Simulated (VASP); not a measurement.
# TaN (P-6m2) in VASP: settings compared

The runs below take TaN through single point, with PBEsol, PBE, LDA.

Program: VASP 6.6.1. These are calculated values, not measurements. Logs are shortened: lines on timing, memory, paths and dates and some standing lists are left out, and cuts for length are marked.

### 1 The cell of the first run

Symmetry: P-6m2, No. 187, hexagonal system. The conventional cell has a = 2.940 Å, b = 2.940 Å, c = 2.890 Å, α = 90.00°, β = 90.00°, γ = 120.00°. Within 2.9 Å of Ta (site symmetry -6m2) lie 6 N at 2.23 Å and 2 Ta at 2.89 Å. N (site symmetry -6m2) has 6 Ta at 2.23 Å and 2 N at 2.89 Å within 2.9 Å.

### 2 Single point, PBEsol

File INCAR:

```
  PREC = Accurate
  ENCUT = 520
  EDIFF = 1E-6
  ISMEAR = -1
  SIGMA = 0.05
  LREAL = False
  LASPH = True
  NELM = 100
  ALGO = Normal
  ISIF = 2
  LWAVE = False
  LCHARG = False
  GGA = PS
  NBANDS = 15
```

File KPOINTS:

```
regular mesh
0
Gamma
  13 13 11
```

File POSCAR:

```
TaN
1.0
    2.9399421781      0.0000000000      0.0000000000
   -1.4699710891      2.5460646119      0.0000000000
    0.0000000000      0.0000000000      2.8901750800
Ta N
1 1
Direct
    0.0000000000      0.0000000000      0.5000000000
    0.6666666667      0.3333333333      0.0000000000
```

Potentials or basis: VASP PAW PBE potentials, release 64 (Ta_pv, N).

Started as:

```sh
$ cat potpaw_PBE.64/Ta_pv/POTCAR potpaw_PBE.64/N/POTCAR > POTCAR
$ mpirun -np 1 vasp_std > vasp.out
```

OUTCAR:

```text
PREC = Accurate
   ENCUT = 520
   EDIFF = 1E-6
   ISMEAR = -1
   LREAL = False
   LASPH = True
   NELM = 100
   ISIF = 2
   GGA = PS

 ion  position               nearest neighbor table
   1  0.000  0.000  0.500-   2 2.23   2 2.23   2 2.23   2 2.23   2 2.23   2 2.23
   2  0.667  0.333  0.000-   1 2.23   1 2.23   1 2.23   1 2.23   1 2.23   1 2.23

  LATTYP: Found a hexagonal cell.
 ALAT       =     2.9399421781
 C/A-ratio  =     0.9830720827

  Lattice vectors:

 A1 = (   2.9399421781,   0.0000000000,   0.0000000000)
 A2 = (  -1.4699710891,   2.5460646119,   0.0000000000)
 A3 = (   0.0000000000,   0.0000000000,   2.8901750800)

Analysis of symmetry for initial positions (statically):
=====================================================================
 Subroutine PRICEL returns:
 Original cell was already a primitive cell.

 Routine SETGRP: Setting up the symmetry group for a
 hexagonal supercell.

 Subroutine GETGRP returns: Found 12 space group operations
 (whereof 12 operations were pure point group operations)
 out of a pool of 24 trial point group operations.

The static configuration has the point symmetry D_3h.

Analysis of symmetry for dynamics (positions and initial velocities):
=====================================================================
 Subroutine PRICEL returns:
 Original cell was already a primitive cell.

 Routine SETGRP: Setting up the symmetry group for a
 hexagonal supercell.

 Subroutine GETGRP returns: Found 12 space group operations
 (whereof 12 operations were pure point group operations)
 out of a pool of 24 trial point group operations.

The dynamic configuration has the point symmetry D_3h.

 Subroutine INISYM returns: Found 12 space group operations
 (whereof 12 operations are pure point group operations),
 and found     1 'primitive' translations

----------------------------------------------------------------------------------------

                                     Primitive cell

  volume of cell :      21.6338

  direct lattice vectors                    reciprocal lattice vectors
     2.939942178  0.000000000  0.000000000     0.340142744  0.196381505  0.000000000
    -1.469971089  2.546064612  0.000000000     0.000000000  0.392763010  0.000000000
     0.000000000  0.000000000  2.890175080     0.000000000  0.000000000  0.345999800

  length of vectors
     2.939942178  2.939942178  2.890175080     0.392763010  0.392763010  0.345999800

  position of ions in fractional coordinates (direct lattice)
     0.000000000  0.000000000  0.500000000
     0.666666667  0.333333333  0.000000000

  ion indices of the primitive-cell ions
   primitive index   ion index
                 1           1
                 2           2

----------------------------------------------------------------------------------------

 KPOINTS: regular mesh

Automatic generation of k-mesh.
 Grid dimensions read from file:
 generate k-points for:   13   13   11

 Generating k-lattice:

  Cartesian coordinates                     Fractional coordinates (reciprocal lattice)
     0.026164826  0.015106270  0.000000000     0.076923077  0.000000000  0.000000000
     0.000000000  0.030212539  0.000000000     0.000000000  0.076923077  0.000000000
     0.000000000  0.000000000  0.031454527     0.000000000  0.000000000  0.090909091

  Length of vectors
     0.030212539  0.030212539  0.031454527

  Shift w.r.t. Gamma in fractional coordinates (k-lattice)
     0.000000000  0.000000000  0.000000000

 Subroutine IBZKPT returns following result:
 ===========================================

 Found    126 irreducible k-points:

 Following reciprocal coordinates:
            Coordinates               Weight
  0.000000  0.000000  0.000000      1.000000
  0.076923  0.000000  0.000000      6.000000
  0.153846  0.000000  0.000000      6.000000
  0.230769  0.000000  0.000000      6.000000
  0.307692  0.000000  0.000000      6.000000
  0.384615  0.000000  0.000000      6.000000
[... 16 lines left out ...]
  0.076923  0.000000  0.090909     12.000000
  0.153846  0.000000  0.090909     12.000000
 [... further k-points ...]
   k-points           NKPTS =    126   k-points in BZ     NKDIM =    126   number of bands    NBANDS=     15
   number of dos      NEDOS =    301   number of ions     NIONS =      2
   total plane-waves  NPLWV =  13824
   dimension x,y,z NGX =    24 NGY =   24 NGZ =   24
   dimension x,y,z NGXF=    48 NGYF=   48 NGZF=   48
   ions per type =               1   1
   NGX,Y,Z   is equivalent  to a cutoff of  13.57, 13.57, 13.81 a.u.
   NGXF,Y,Z  is equivalent  to a cutoff of  27.14, 27.14, 27.61 a.u.
 SYSTEM =  unknown system
   PREC   = accura    normal or accurate (medium, high low for compatibility)
   ISTART =      0    job   : 0-new  1-cont  2-samecut
   ICHARG =      2    charge: 1-file 2-atom 10-const
   ISPIN  =      1    spin polarized calculation?
   LNONCOLLINEAR =      F non collinear calculations
   LSORBIT =      F    spin-orbit coupling
   LASPH  =      T    aspherical Exc in radial PAW
   ENCUT  =  520.0 eV  38.22 Ry    6.18 a.u.   5.47  5.47  5.37*2*pi/ulx,y,z
   NELM   =    100;   NELMIN=  2; NELMDL= -5     # of ELM steps
   EDIFF  = 0.1E-05   stopping-criterion for ELM
   LREAL  =      F    real-space projection
   EDIFFG = 0.1E-04   stopping-criterion for IOM
   NSW    =      0    number of steps for IOM
   IBRION =     -1    ionic relax: 0-MD 1-quasi-New 2-CG
   NFREE  =      0    steps in history (QN), initial steepest desc. (CG)
   ISIF   =      2    stress and relaxation
   ISYM   =      2    0-nonsym 1-usesym 2-fastsym
   POTIM  = 0.5000    time-step for ionic-motion
   TEBEG  =    0.0;   TEEND  =   0.0 temperature during run
   PSTRESS=    0.0 pullay stress
   NELECT =      16.0000    total number of electrons
   NUPDOWN=      -1.0000    fix difference up-down
   EMIN   =  10.00;   EMAX   =-10.00  energy-range for DOS
   EFERMI =   0.00;   METHOD = LEGACY
   ISMEAR =    -1;   SIGMA  =   0.05  broadening in eV -4-tet -1-fermi 0-gaus
   EFERMI_NEDOS =   21; number of points for ismear=-14 and -15
   IALGO  =     38    algorithm
   IMIX   =      4    mixing-type and parameters
     AMIX     =   0.40;   BMIX     =  1.00
     AMIX_MAG =   1.60;   BMIX_MAG =  1.00
  volume/ion in A,a.u.               =      10.82        73.00
  Fermi-wavevector in a.u.,A,eV,Ry     =   1.480485  2.797711 29.821741  2.191836
  Thomas-Fermi vector in A             =   2.594513
   LORBIT       =      0    0 simple, 1 ext, 2 COOP (PROOUT), +10 PAW based schemes
   GGA     = PS    functional components
   LHFCALC =     F    Hartree Fock is set to
   AEXX    =    0.0000 exact exchange contribution
   IVDW    =     0    specifies the selected vdW correction
   LEPSILON=     F    determine dielectric tensor
   LRPA    =     F    only Hartree local field effects (RPA)
 non-spin polarized calculation
  energy-cutoff  :      520.00
  volume of cell :       21.63
 maximum number of plane-waves:       611
 NGX is ok and might be reduce to    24
   NGX = 11   NGY = 11   NGZ = 11

 number of electron      16.0000001 magnetization

 Free energy of the ion-electron system (eV)
  ---------------------------------------------------
  ext. energy  EPLUGINS =         0.00000000
  ---------------------------------------------------
  free energy    TOTEN  =       -23.80025077 eV

  energy without entropy =      -23.79957124  energy(sigma->0) =      -23.79991100

 E-fermi :   8.0625     XC(G=0): -13.4848

 val. band max:        7.9751591011   @ k =   0.3077   0.3077   0.0000
 cond. band min:       8.0631536229   @ k =   0.0000   0.0000   0.2727
 fundamental gap:      0.0879945218
 Fermi energy:         8.0625237887

 k-point     1 :       0.0000    0.0000    0.0000
  band No.  band energies     occupation
      1     -26.7438      2.00000
      2     -26.4728      2.00000
      3     -26.4728      2.00000
      4      -9.6530      2.00000
      5       3.5208      2.00000
      6       3.5208      2.00000
      7       3.8385      2.00000
      8       5.1366      2.00000
      9      10.2530      0.00000
     10      11.6220      0.00000
     11      11.6220      0.00000
     12      12.0052      0.00000
     13      12.0052      0.00000
     14      21.0302      0.00000
     15      21.4689      0.00000

 k-point     2 :       0.0769    0.0000    0.0000
  band No.  band energies     occupation
      1     -26.7357      2.00000
      2     -26.5369      2.00000
      3     -26.4864      2.00000
      4      -9.5294      2.00000
      5       3.1423      2.00000
      6       3.6140      2.00000
      7       4.0187      2.00000
      8       4.9586      2.00000
      9      10.6953      0.00000
     10      11.3682      0.00000
     11      11.6408      0.00000
     12      11.9418      0.00000
     13      12.1709      0.00000
     14      21.0183      0.00000
     15      21.4608      0.00000

 k-point     3 :       0.1538    0.0000    0.0000
  band No.  band energies     occupation
      1     -26.7131      2.00000
      2     -26.7108      2.00000
      3     -26.5240      2.00000
      4      -9.1842      2.00000
      5       2.3335      2.00000
      6       3.8667      2.00000
      7       4.4243      2.00000
      8       4.5122      2.00000
      9      10.7058      0.00000
     10      11.7285      0.00000
     11      11.7707      0.00000
     12      11.8247      0.00000
     13      12.5528      0.00000
     14      20.9937      0.00000
     15      21.4463      0.00000
[... 343 lines left out ...]
 k-point    23 :       0.0769    0.0000    0.0909
  band No.  band energies     occupation
      1     -26.8130      2.00000
      2     -26.5298      2.00000
      3     -26.4801      2.00000
      4      -9.3639      2.00000
      5       3.2106      2.00000
      6       3.3293      2.00000
      7       3.6700      2.00000
      8       5.5399      2.00000
      9      10.5748      0.00000
     10      10.6201      0.00000
     11      11.0250      0.00000
     12      12.6806      0.00000
     13      12.7026      0.00000
     14      21.1631      0.00000
     15      21.4979      0.00000

 k-point    24 :       0.1538    0.0000    0.0909
  band No.  band energies     occupation
      1     -26.7914      2.00000
      2     -26.6997      2.00000
      3     -26.5175      2.00000
      4      -9.0394      2.00000
      5       2.4151      2.00000
      6       3.4700      2.00000
      7       3.8857      2.00000
      8       5.3328      2.00000
      9      10.5052      0.00000
     10      10.6169      0.00000
     11      11.7471      0.00000
     12      12.7357      0.00000
     13      12.9936      0.00000
     14      20.9132      0.00000
     15      21.4387      0.00000

 [... further k-points ...]

------------------------ aborting loop because EDIFF is reached ----------------------------------------

  FORCE on cell =-STRESS in cart. coord.  units (eV):
  Direction    XX          YY          ZZ          XY          YZ          ZX
  --------------------------------------------------------------------------------------
  -------------------------------------------------------------------------------------
  Total       -0.6747060     -0.6747060     -0.8535868      0.0000000      0.0000000      0.0000000
  in kB      -49.9680944    -49.9680944    -63.2158431      0.0000000      0.0000000      0.0000000
  external PRESSURE =     -54.3840106 kB  Pullay stress =       0.0000000 kB

 VOLUME and BASIS-vectors are now :
 -----------------------------------------------------------------------------
  energy-cutoff  :      520.00
  volume of cell :       21.63
      direct lattice vectors                 reciprocal lattice vectors
     2.939942178  0.000000000  0.000000000     0.340142744  0.196381505  0.000000000
    -1.469971089  2.546064612  0.000000000     0.000000000  0.392763010  0.000000000
     0.000000000  0.000000000  2.890175080     0.000000000  0.000000000  0.345999800

 POSITION                                       TOTAL-FORCE (eV/Angst)
 -----------------------------------------------------------------------------------
      0.00000      0.00000      1.44509        -0.000000      0.000000      0.000000
      1.46997      0.84869      0.00000         0.000000     -0.000000      0.000000
 -----------------------------------------------------------------------------------
    total drift:                               -0.000000      0.000000      0.000000

  FREE ENERGIE OF THE ION-ELECTRON SYSTEM (eV)
  ---------------------------------------------------
  free  energy   TOTEN  =       -23.8002507654 eV

  energy  without entropy=      -23.7995712426  energy(sigma->0) =      -23.79991100
```

It took 19 s on 1 thread of Intel Xeon 6975P-C, shared host; peak memory 0.17 GiB.

Results:

| Property | Result |
| --- | --- |
| Free energy | -23.8003 eV |
| Pressure | -5.4 GPa |
| Band gap on the k mesh | zero (band 8 reaches 8.13 eV, above the bottom of band 9 at 7.96 eV) |

Caveat: the PAW data sets were made with another functional, which shifts forces and pressure a little; spin-orbit coupling is left out, which moves the levels of the heavy elements.

(Continued in part 2 of 2.)
